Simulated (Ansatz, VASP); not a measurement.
## Two plane-wave programs on Pb

```xyz
1
Lattice="0.0000 2.4375 2.4375 2.4375 0.0000 2.4375 2.4375 2.4375 0.0000" Properties=species:S:1:pos:R:3 pbc="T T T"
Pb    0.0000    0.0000    0.0000
```

Alike in both runs: task single point; functional LDA; k mesh 11 × 11 × 11; occupations gaussian, width 0.03 eV; no spin polarisation.

|  | VASP | Ansatz |
| --- | --- | --- |
| version | VASP 6.6.1 | Ansatz 0.2.0 |
| potentials or method | VASP PAW LDA potentials, release 64 (Pb_d), cutoff 520 eV | plane waves (420 eV) with PAW, scalar-relativistic |
| valence electrons in the cell | 14 | 14 |

|  | VASP | Ansatz | Ansatz less VASP |
| --- | --- | --- | --- |
| pressure (GPa) | 0.1 | 0.1 | -0.05 |

Ansatz warns that its potentials were made for another functional, while VASP's fit it. LDA's correlation is that of Perdew and Zunger in VASP and of Perdew and Wang (1992) in Ansatz.

Spin-orbit coupling is off throughout.
